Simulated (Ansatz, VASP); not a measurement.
Ta3P4 in VASP and in Ansatz

```xyz
7
Lattice="3.5539 0.0000 0.0000 0.0000 3.5539 0.0000 0.0000 0.0000 9.8663" Properties=species:S:1:pos:R:3 pbc="T T T"
Ta    0.0000    0.0000    7.4618
Ta    1.7770    1.7770    4.9331
Ta    0.0000    0.0000    2.4045
P     0.0000    0.0000    4.9331
P     1.7770    1.7770    2.2947
P     0.0000    0.0000    0.0000
P     1.7770    1.7770    7.5716
```

Change from the starting cell: ordered vacancies on the cation sites of rock salt (P4/mmm, No. 123).

Alike in both runs: functional PBE; k mesh 6 × 6 × 2; occupations gaussian, width 0.1 eV; no spin polarisation.

Ansatz relaxed the structure, and its values are those at the end. VASP's run is a single point on that final structure, the one shown.

|  | VASP | Ansatz |
| --- | --- | --- |
| version | VASP 6.6.1 | Ansatz 0.2.0 |
| potentials or method | VASP PAW PBE potentials, release 64 (Ta_pv, P), cutoff 520 eV | scalar-relativistic, plane waves, PAW |
| valence electrons in the cell | 53 | 59 |

VASP gave:

```
gap on the k mesh at the Fermi level (eV) : none
pressure (GPa)                            : 0.1
rms of the force components (eV/Å)        : 0.005
```

Question: Which values does Ansatz return?

Answer: gap on the k mesh at the Fermi level (eV): none; pressure (GPa): 0.0; rms of the force components (eV/Å): 0.007.

A gap of «none» marks a metal or a gap that the smearing closes. VASP's potentials hold 53 valence electrons a cell and Ansatz's 59, so a difference there can come from the potentials and not from the codes.

Neither program's run includes spin-orbit coupling.
